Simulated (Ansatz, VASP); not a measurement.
SnTe: VASP beside Ansatz

```
Sn Te
1.0
     0.00000    3.58398    3.58398
     3.58398    0.00000    3.58398
     3.58398    3.58398    0.00000
Sn Te
1 1
Direct
  0.00000 0.00000 0.00000
  0.25000 0.25000 0.25000
```

Alike in both runs: task single point; functional HSE06; k mesh 4 × 4 × 4; occupations fermi-dirac, width 0.02 eV; no spin polarisation.

|  | VASP | Ansatz |
| --- | --- | --- |
| version | VASP 6.6.1 | Ansatz 0.2.0 |
| potentials or method | VASP PAW PBE potentials, release 64 (Sn_d, Te), cutoff 520 eV | plane waves |
| valence electrons in the cell | 20 | 30 |

```tsv
	VASP	Ansatz	Ansatz less VASP
pressure (GPa)	-0.2	0.0	+0.14
```

With one functional, cell and mesh, what is left measures potentials, basis and numerics. VASP's potentials hold 20 valence electrons a cell and Ansatz's 30, so a difference there can come from the potentials and not from the codes. Ansatz's warnings: stress exchange threshold loose, stress scf threshold loose.

Spin-orbit coupling is off throughout.
